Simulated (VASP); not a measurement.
Input of a VASP 6.6.1 run:

File INCAR:

```
SYSTEM = LiF
  ALGO = Normal
  EDIFF = 1E-7
  ENCUT = 520
  GGA = PE
  ISIF = 2
  ISMEAR = 0
  LASPH = .TRUE.
  LCHARG = .FALSE.
  LREAL = .FALSE.
  LWAVE = .FALSE.
  NBANDS = 12
  NELM = 100
  PREC = Accurate
  SIGMA = 0.01
```

Contents of KPOINTS:

```
k-points
0
G
  6 6 6
  0 0 0
```

POSCAR

```
LiF
1.0
    0.0000000000      2.0746666070      1.9468324740
    2.0746666070      0.0000000000      1.9468324740
    2.0746666070      2.0746666070      0.0000000000
Li F
1 1
Direct
    0.0000000000      0.0000000000      0.0000000000
    0.5000000000      0.5000000000      0.5000000000
```

Potentials or basis: VASP PAW PBE potentials, release 64 (Li_sv, F).

The run is started by

```bash
$ cat potpaw_PBE.64/Li_sv/POTCAR potpaw_PBE.64/F/POTCAR > POTCAR
$ mpirun -np 1 vasp_std > vasp.out
```

Problem. Predict the band gap on the k mesh.

Solution. 8.80 eV, direct.

Caveat: the k points lie up to 0.45 Å⁻¹ apart; the cell differs from its parent crystal (epitaxial xy strain +4.0%).
